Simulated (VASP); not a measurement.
# Al (a cell with a defect) in VASP: single point with LDA

Aim: the single point of Al (a cell with a defect) with LDA.

Everything below comes from runs of VASP 6.6.1. Logs are shortened: lines on timing, memory, paths and dates and some standing lists are left out, and cuts for length are marked.

### Step 1. The cell of the first run

The cell holds a defect, 33 atoms: a = 8.100 Å, b = 8.100 Å, c = 8.100 Å, α = 90.00°, β = 90.00°, γ = 90.00°.

### Step 2. Single point, LDA

The input, INCAR:

```
SYSTEM = Al
  ALGO = Normal
  EDIFF = 1E-6
  ENCUT = 520
  GGA = CA
  ISIF = 2
  ISMEAR = 0
  LASPH = .TRUE.
  LCHARG = .FALSE.
  LREAL = Auto
  LWAVE = .FALSE.
  NBANDS = 72
  NELM = 80
  PREC = Accurate
  SIGMA = 0.1
```

The input, KPOINTS:

```
k-points
0
G
  3 3 3
  0 0 0
```

The input, POSCAR:

```
Al
1.0
    8.1000000000      0.0000000000      0.0000000000
    0.0000000000      8.1000000000      0.0000000000
    0.0000000000      0.0000000000      8.1000000000
Al
33
Direct
    0.5010892593      0.0086454321     -0.0108406173
    0.7533625926      0.2499232099     -0.0061261728
    0.7588144444      0.0088003704      0.2461828395
    0.0041758025      0.0028011111      0.0040643210
    0.2499650617      0.2501282716     -0.0008443210
    0.5010964198      0.4906567901     -0.0116182716
    0.7714328395      0.7507874074     -0.0247629630
    0.2472486420      0.0207453086      0.2473237037
    0.5058287654      0.2504165432      0.2416609877
    0.7595949383      0.4905009877      0.2461920988
    0.5000227160      0.0212292593      0.5001170370
    0.7488941975      0.2501400000      0.4970581481
    0.7428062963      0.0034066667      0.7428813580
    0.0040825926      0.4977601235      0.0039804938
    0.2579420988      0.7501801235      0.0097737037
   -0.0010172840      0.2501360494      0.2500241975
    0.2477737037      0.4812881481      0.2478361728
    0.5712360494      0.7482067901      0.1771130864
   -0.0108272840      0.0083006173      0.5011514815
    0.2415014815      0.2504182716      0.5058159259
    0.4995217284      0.4808550617      0.4996262963
    0.7372908642      0.7501907407      0.4891272840
    0.2462438272      0.0090240741      0.7589175309
    0.4970791358      0.2501317284      0.7487995062
    0.7428976543      0.4971623457      0.7429722222
    0.0101019753      0.7501824691      0.2582680247
   -0.0115983951      0.4910286420      0.5011606173
    0.1781514815      0.7482113580      0.5718595062
   -0.0061750617      0.2499253086      0.7532858025
    0.2462493827      0.4902623457      0.7597032099
    0.4895833333      0.7501882716      0.7378530864
   -0.0256074074      0.7507785185      0.7701850617
    0.3741703704      0.7524953086      0.3739545679
```

Potentials or basis: VASP PAW LDA potentials, release 64 (Al).

On the command line:

```sh
$ cat potpaw_LDA.64/Al/POTCAR > POTCAR
$ mpirun -np 1 vasp_std > vasp.out
```

OUTCAR:

```text
SYSTEM = Al
   EDIFF = 1E-6
   ENCUT = 520
   GGA = CA
   ISIF = 2
   ISMEAR = 0
   LASPH = .TRUE.
   LREAL = Auto
   NELM = 80
   PREC = Accurate

 ion  position               nearest neighbor table
   1  0.501  0.009  0.989-  18 2.66  24 2.76  23 2.78  13 2.80   5 2.82   2 2.83   9 2.83  15 2.88
                            31 2.92   8 2.93   3 2.95   7 3.03
   2  0.753  0.250  0.994-  29 2.76  10 2.82   6 2.82   3 2.83   1 2.83   9 2.84  13 2.85   4 2.85
                            25 2.85  14 2.86  24 2.87  16 2.87
   3  0.759  0.009  0.246-  18 2.66  16 2.76  19 2.78   4 2.79  12 2.82   2 2.83   9 2.83  22 2.88
                            26 2.92  11 2.94   1 2.95   7 3.03
   4  0.004  0.003  0.004-   7 2.79   8 2.79  23 2.79   3 2.79  32 2.80   5 2.82  16 2.83  29 2.85
                             2 2.85  15 2.90  26 2.90  13 2.99
   5  0.250  0.250  0.999-   8 2.74  30 2.75  17 2.75  23 2.76   6 2.82   1 2.82   4 2.82  14 2.83
                            24 2.85   9 2.86  16 2.87  29 2.88
   6  0.501  0.491  0.988-  18 2.65  24 2.75  30 2.77  25 2.79   5 2.82   2 2.82   9 2.83  15 2.89
                            31 2.92  17 2.94  10 2.96   7 3.04
   7  0.771  0.751  0.975-  18 2.30  32 2.34   4 2.79  13 2.79  14 2.79  25 2.80  31 2.98  26 3.00
                             1 3.03   3 3.03   6 3.04  10 3.04
   8  0.247  0.021  0.247-  33 2.61   5 2.74  16 2.74   4 2.79  20 2.80   9 2.80  11 2.90  26 2.92
                            15 2.92  19 2.93   1 2.93
   9  0.506  0.250  0.242-  11 2.80   8 2.80  21 2.80  17 2.81   6 2.83  10 2.83   1 2.83   3 2.83
[... 39 lines left out ...]
  29  0.994  0.250  0.753-   2 2.76  30 2.82  27 2.83  23 2.83  19 2.83  20 2.84  13 2.85   4 2.85
                            25 2.85  14 2.86  12 2.87   5 2.88
  30  0.246  0.490  0.760-  28 2.64   5 2.75   6 2.77  14 2.79  24 2.81  29 2.82  20 2.83  31 2.89
                            15 2.92  21 2.94  27 2.96  32 3.05
  31  0.490  0.750  0.738-  22 2.84  28 2.86  23 2.88  30 2.89  15 2.89  25 2.90  13 2.90  21 2.91
                             1 2.92  11 2.92   6 2.92   7 2.98  33 3.09
  32  0.974  0.751  0.770-  28 2.30   7 2.34  13 2.78  25 2.79   4 2.80  14 2.80  22 2.98  15 3.01
                            19 3.02  27 3.03  23 3.04  30 3.05
  33  0.374  0.752  0.374-  18 2.26  28 2.26  11 2.61   8 2.61  21 2.63  17 2.63  22 3.09  31 3.09
                            26 3.09  15 3.10

  LATTYP: Found a simple cubic cell.
 ALAT       =     8.1000000000

  Lattice vectors:

 A1 = (   8.1000000000,   0.0000000000,   0.0000000000)
 A2 = (   0.0000000000,   8.1000000000,   0.0000000000)
 A3 = (   0.0000000000,   0.0000000000,   8.1000000000)

Analysis of symmetry for initial positions (statically):
=====================================================================
 Subroutine PRICEL returns:
 Original cell was already a primitive cell.

 Routine SETGRP: Setting up the symmetry group for a
 simple cubic supercell.

 Subroutine GETGRP returns: Found  1 space group operations
 (whereof  1 operations were pure point group operations)
 out of a pool of 48 trial point group operations.

The static configuration has the point symmetry C_1 .

Analysis of symmetry for dynamics (positions and initial velocities):
=====================================================================
 Subroutine PRICEL returns:
 Original cell was already a primitive cell.

 Routine SETGRP: Setting up the symmetry group for a
 simple cubic supercell.

 Subroutine GETGRP returns: Found  1 space group operations
 (whereof  1 operations were pure point group operations)
 out of a pool of 48 trial point group operations.

The dynamic configuration has the point symmetry C_1 .

 Subroutine INISYM returns: Found  1 space group operations
 (whereof  1 operations are pure point group operations),
 and found     1 'primitive' translations

----------------------------------------------------------------------------------------

                                     Primitive cell

  volume of cell :     531.4410

  direct lattice vectors                    reciprocal lattice vectors
     8.100000000  0.000000000  0.000000000     0.123456790  0.000000000  0.000000000
     0.000000000  8.100000000  0.000000000     0.000000000  0.123456790  0.000000000
     0.000000000  0.000000000  8.100000000     0.000000000  0.000000000  0.123456790

  length of vectors
     8.100000000  8.100000000  8.100000000     0.123456790  0.123456790  0.123456790

  position of ions in fractional coordinates (direct lattice)
     0.501089259  0.008645432  0.989159383
     0.753362593  0.249923210  0.993873827
     0.758814444  0.008800370  0.246182840
[... 80 lines left out ...]
     0.000000000  0.000000000  0.041152263     0.000000000  0.000000000  0.333333333

  Length of vectors
     0.041152263  0.041152263  0.041152263

  Shift w.r.t. Gamma in fractional coordinates (k-lattice)
     0.000000000  0.000000000  0.000000000

 Subroutine IBZKPT returns following result:
 ===========================================

 Found     14 irreducible k-points:

 Following reciprocal coordinates:
            Coordinates               Weight
  0.000000  0.000000  0.000000      1.000000
  0.333333  0.000000  0.000000      2.000000
  0.000000  0.333333  0.000000      2.000000
  0.000000  0.000000  0.333333      2.000000
  0.333333  0.333333  0.000000      2.000000
  0.000000  0.333333  0.333333      2.000000
  0.333333  0.000000  0.333333      2.000000
 -0.333333  0.333333  0.000000      2.000000
 -0.333333  0.000000  0.333333      2.000000
  0.000000 -0.333333  0.333333      2.000000
  0.333333  0.333333  0.333333      2.000000
 -0.333333  0.333333  0.333333      2.000000
 -0.333333 -0.333333  0.333333      2.000000
  0.333333 -0.333333  0.333333      2.000000
   k-points           NKPTS =     14   k-points in BZ     NKDIM =     14   number of bands    NBANDS=     72
   number of dos      NEDOS =    301   number of ions     NIONS =     33
   total plane-waves  NPLWV = 216000
   dimension x,y,z NGX =    60 NGY =   60 NGZ =   60
   dimension x,y,z NGXF=   120 NGYF=  120 NGZF=  120
   ions per type =              33
   NGX,Y,Z   is equivalent  to a cutoff of  12.31, 12.31, 12.31 a.u.
   NGXF,Y,Z  is equivalent  to a cutoff of  24.63, 24.63, 24.63 a.u.
 SYSTEM =  Al
   PREC   = accura    normal or accurate (medium, high low for compatibility)
   ISTART =      0    job   : 0-new  1-cont  2-samecut
   ICHARG =      2    charge: 1-file 2-atom 10-const
   ISPIN  =      1    spin polarized calculation?
   LNONCOLLINEAR =      F non collinear calculations
   LSORBIT =      F    spin-orbit coupling
   LASPH  =      T    aspherical Exc in radial PAW
   ENCUT  =  520.0 eV  38.22 Ry    6.18 a.u.  15.06 15.06 15.06*2*pi/ulx,y,z
   NELM   =     80;   NELMIN=  2; NELMDL= -5     # of ELM steps
   EDIFF  = 0.1E-05   stopping-criterion for ELM
   LREAL  =      T    real-space projection
   EDIFFG = 0.1E-04   stopping-criterion for IOM
   NSW    =      0    number of steps for IOM
   IBRION =     -1    ionic relax: 0-MD 1-quasi-New 2-CG
   NFREE  =      0    steps in history (QN), initial steepest desc. (CG)
   ISIF   =      2    stress and relaxation
   ISYM   =      2    0-nonsym 1-usesym 2-fastsym
   POTIM  = 0.5000    time-step for ionic-motion
   TEBEG  =    0.0;   TEEND  =   0.0 temperature during run
   PSTRESS=    0.0 pullay stress
   NELECT =      99.0000    total number of electrons
   NUPDOWN=      -1.0000    fix difference up-down
   EMIN   =  10.00;   EMAX   =-10.00  energy-range for DOS
   EFERMI =   0.00;   METHOD = LEGACY
   ISMEAR =     0;   SIGMA  =   0.10  broadening in eV -4-tet -1-fermi 0-gaus
   EFERMI_NEDOS =   21; number of points for ismear=-14 and -15
   IALGO  =     38    algorithm
   IMIX   =      4    mixing-type and parameters
     AMIX     =   0.40;   BMIX     =  1.00
     AMIX_MAG =   1.60;   BMIX_MAG =  1.00
  volume/ion in A,a.u.               =      16.10       108.68
  Fermi-wavevector in a.u.,A,eV,Ry     =   0.934978  1.766853 11.894002  0.874184
  Thomas-Fermi vector in A             =   2.061839
   LORBIT       =      0    0 simple, 1 ext, 2 COOP (PROOUT), +10 PAW based schemes
   GGA     = CA    functional components
   LHFCALC =     F    Hartree Fock is set to
   AEXX    =    0.0000 exact exchange contribution
   IVDW    =     0    specifies the selected vdW correction
   LEPSILON=     F    determine dielectric tensor
   LRPA    =     F    only Hartree local field effects (RPA)
 non-spin polarized calculation
 Gauss-broadening in eV      SIGMA  =   0.10
  energy-cutoff  :      520.00
  volume of cell :      531.44
 maximum number of plane-waves:     14358
   NGX = 31   NGY = 31   NGZ = 31

 number of electron      98.9999999 magnetization

 Free energy of the ion-electron system (eV)
  ---------------------------------------------------
  ext. energy  EPLUGINS =         0.00000000
  ---------------------------------------------------
  free energy    TOTEN  =      -135.52651006 eV

  energy without entropy =     -135.47524781  energy(sigma->0) =     -135.50087893

 E-fermi :   8.0214     XC(G=0): -10.4208

 val. band max:        8.0118592265   @ k =   0.0000   0.0000   0.3333
 cond. band min:       8.0339377054   @ k =   0.0000   0.3333   0.0000
 fundamental gap:      0.0220784790
 Fermi energy:         8.0213873391

 k-point     1 :       0.0000    0.0000    0.0000
  band No.  band energies     occupation
      1      -3.2488      2.00000
      2      -1.1528      2.00000
      3      -1.0768      2.00000
      4      -1.0664      2.00000
      5      -0.9846      2.00000
      6      -0.9839      2.00000
[... 885 lines left out ...]
     60       9.6382      0.00000
     61       9.6728      0.00000
 [bands above 61 left out]

------------------------ aborting loop because EDIFF is reached ----------------------------------------

  FORCE on cell =-STRESS in cart. coord.  units (eV):
  Direction    XX          YY          ZZ          XY          YZ          ZX
  --------------------------------------------------------------------------------------
  -------------------------------------------------------------------------------------
  Total        8.5759679      1.3429477      8.5401815     -0.0049746     -0.0057662    -13.1762752
  in kB       25.8546505      4.0486908     25.7467626     -0.0149972     -0.0173838    -39.7235617
  external PRESSURE =      18.5500346 kB  Pullay stress =       0.0000000 kB

 VOLUME and BASIS-vectors are now :
 -----------------------------------------------------------------------------
  energy-cutoff  :      520.00
  volume of cell :      531.44
      direct lattice vectors                 reciprocal lattice vectors
     8.100000000  0.000000000  0.000000000     0.123456790  0.000000000  0.000000000
     0.000000000  8.100000000  0.000000000     0.000000000  0.123456790  0.000000000
     0.000000000  0.000000000  8.100000000     0.000000000  0.000000000  0.123456790

 POSITION                                       TOTAL-FORCE (eV/Angst)
 -----------------------------------------------------------------------------------
      4.05882      0.07003      8.01219         0.000392     -0.000213     -0.001306
      6.10224      2.02438      8.05038         0.002309      0.000176      0.001037
      6.14640      0.07128      1.99408        -0.000456      0.000229     -0.001080
      0.03382      0.02269      0.03292         0.000826     -0.000059      0.000573
      2.02472      2.02604      8.09316        -0.000165     -0.000719      0.005734
      4.05888      3.97432      8.00589         0.000980     -0.000048     -0.002701
[... 25 lines left out ...]
      7.89258      6.08131      6.23850        -0.008384      0.004935     -0.008381
      3.03078      6.09521      3.02903        -0.018705      0.015326     -0.018196
 -----------------------------------------------------------------------------------
    total drift:                                0.001750     -0.001212      0.004366

  FREE ENERGIE OF THE ION-ELECTRON SYSTEM (eV)
  ---------------------------------------------------
  free  energy   TOTEN  =      -135.5265100572 eV

  energy  without entropy=     -135.4752478126  energy(sigma->0) =     -135.50087893
```

Run time: 7 min. Hardware: 1 thread of AMD EPYC 9R45 (Zen 5), shared host; peak memory 0.52 GiB.

Results:

- Free energy: -135.5265 eV
- Pressure: 1.9 GPa
- Largest force: 0.030 eV/Å
- Band gap on the k mesh: zero (an odd number of electrons rules out a gap without spin polarisation)

Forces on the atoms (eV/Å):
```
Al   0.000  0.000 -0.001
Al   0.002  0.000  0.001
Al   0.000  0.000 -0.001
Al   0.001  0.000  0.001
Al   0.000 -0.001  0.006
Al   0.001  0.000 -0.003
Al   0.005  0.003  0.006
Al   0.002  0.004  0.002
Al  -0.001 -0.001 -0.002
Al   0.001  0.000  0.000
Al   0.002  0.000  0.003
Al  -0.001  0.000  0.004
Al   0.002  0.001  0.002
Al   0.000  0.001  0.000
Al   0.002  0.000  0.002
Al   0.005  0.000 -0.001
Al   0.002  0.000  0.002
Al  -0.004 -0.011 -0.005
Al   0.000 -0.001  0.001
Al  -0.003 -0.001 -0.002
Al   0.002  0.001  0.002
Al  -0.002  0.000 -0.002
Al  -0.001  0.002  0.000
Al   0.004 -0.001 -0.002
Al   0.003 -0.001  0.002
Al   0.003  0.000  0.003
Al  -0.003  0.000  0.000
Al   0.005 -0.012  0.009
Al   0.001  0.000  0.002
Al   0.000 -0.002  0.000
Al  -0.001  0.000 -0.002
Al  -0.008  0.005 -0.008
Al  -0.019  0.015 -0.018
```

Levels at points of the mesh, in eV from the Fermi level:
| k point | band 46 | band 47 | band 48 | band 49 | band 50 | band 51 | band 52 | band 53 |
| --- | --- | --- | --- | --- | --- | --- | --- | --- |
| (0.00, 0.00, 0.00) | -0.37 | -0.20 | -0.19 | -0.17 | 0.15 | 0.18 | 0.23 | 0.27 |
